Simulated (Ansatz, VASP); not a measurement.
One calculation of TePbS4, two programs

```
Te Pb S
1.0
     0.00000    3.72521    6.37018
     3.72112    0.00000    6.37018
     3.72112    3.72521    0.00000
Te Pb S
1 1 4
Direct
  0.75000 0.75000 0.75000
  0.00000 0.00000 0.00000
  0.54483 0.54483 0.95517
  0.95517 0.95517 0.54483
  0.21666 0.21666 0.78334
  0.78334 0.78334 0.21666
```

Change from the starting cell: species swapped into the TiVO4 type (F222, No. 22).

Alike in both runs: functional PBE; k mesh 3 × 3 × 3; occupations gaussian, width 0.15 eV; no spin polarisation.

Ansatz relaxed the structure, and its values are those at the end. VASP's run is a single point on that final structure, the one shown.

|  | VASP | Ansatz |
| --- | --- | --- |
| version | VASP 6.6.1 | Ansatz 0.2.0 |
| potentials or method | VASP PAW PBE potentials, release 64 (Te, Pb_d, S), cutoff 500 eV | scalar-relativistic, plane waves, PAW |
| valence electrons in the cell | 44 | 54 |

```csv
,VASP,Ansatz,Ansatz less VASP
gap on the k mesh at the Fermi level (eV),0.16,0.15,-0.004
least direct gap on the mesh (eV),0.48,0.47,-0.006
pressure (GPa),-0.3,-0.2,+0.11
rms of the force components (eV/Å),0.012,0.009,-0.0031
```

VASP's potentials hold 44 valence electrons a cell and Ansatz's 54, so a difference there can come from the potentials and not from the codes.

The k mesh is coarse, so the values compare programs but aren't converged. Spin-orbit coupling is off throughout.
